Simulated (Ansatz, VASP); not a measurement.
## MgB: VASP beside Ansatz

Contents of POSCAR:

```
MgB
1.0
    2.8951500000      0.0000000000      0.0000000000
    0.0000000000      2.8951500000      0.0000000000
    0.0000000000      0.0000000000      2.8951500000
Mg B
1 1
Direct
    0.0000000000      0.0000000000      0.0000000000
    0.5000000000      0.5000000000      0.5000000000
```

The input INCAR.step1:

```
SYSTEM = MgB
  PREC = Accurate
  ENCUT = 600
  ISMEAR = -1
  SIGMA = 0.05
  LREAL = .FALSE.
  LASPH = .TRUE.
  NELM = 100
  GGA = PE
  ALGO = Normal
  EDIFF = 1E-4
  LWAVE = .TRUE.
  LCHARG = .FALSE.
```

INCAR.step2

```
SYSTEM = MgB
  PREC = Accurate
  ENCUT = 600
  EDIFF = 1E-7
  ISMEAR = -1
  SIGMA = 0.05
  LREAL = .FALSE.
  LASPH = .TRUE.
  NELM = 100
  ALGO = Normal
  ISIF = 3
  LWAVE = .FALSE.
  LCHARG = .FALSE.
  METAGGA = R2SCAN
  LMIXTAU = .TRUE.
  IBRION = 2
  NSW = 60
  EDIFFG = -0.01
  ISTART = 1
```

KPOINTS

```
regular mesh
0
G
  9 9 9
  0 0 0
```

File input.yaml:

```yaml
crystal:
  lattice:
    - [2.89515, 0.0, 0.0]
    - [0.0, 2.89515, 0.0]
    - [0.0, 0.0, 2.89515]
  atoms:
    - { symbol: Mg, position: [0.0, 0.0, 0.0] }
    - { symbol: B, position: [0.5, 0.5, 0.5] }
hamiltonian:
  xc: r2scan
  pseudopotentials: { kind: paw }
kpoints:
  mp_grid: { grid: [9, 9, 9] }
scf:
  occupations: { method: fermi_dirac, width: 0.05 }
output:
  forces: true
  stress: true
  eigenvalues: true
  write_density: true
  write_potential: true
  elf: true
  volumetric_format: npy
relax:
  f_tol: 0.01
  max_steps: 40
  cell: { stress_tol: 0.05 }
```

Alike in both runs: task relaxation of cell and atoms; functional r2SCAN; k mesh 9 × 9 × 9; occupations fermi-dirac, width 0.05 eV; no spin polarisation.

```csv
,VASP,Ansatz
version,VASP 6.6.1,Ansatz 0.2.0
potentials or method,"VASP PAW PBE potentials, release 64 (Mg, B)",Ansatz PAW
plane-wave cutoff (eV),600,500
valence electrons in the cell,5,13
```

|  | VASP | Ansatz | Ansatz less VASP |
| --- | --- | --- | --- |
| gap on the k mesh at the Fermi level, each at its own relaxed structure (eV) | none | none | - |
| relaxed volume (Å³/atom) | 11.97 | 12.02 | +0.047 |
| relaxed cell length with the largest relative difference (Å) | 2.882 | 2.886 | +0.0038 |

VASP's potentials were made for PBE, not for r2SCAN. A gap of «none» marks a metal or a gap that the smearing closes. VASP's potentials hold 5 valence electrons a cell and Ansatz's 13, so a difference there can come from the potentials and not from the codes.

Noted on Ansatz's run: the plane-wave basis is chosen anew once the cell has moved, so the energies of steps on either side of that aren't comparable.
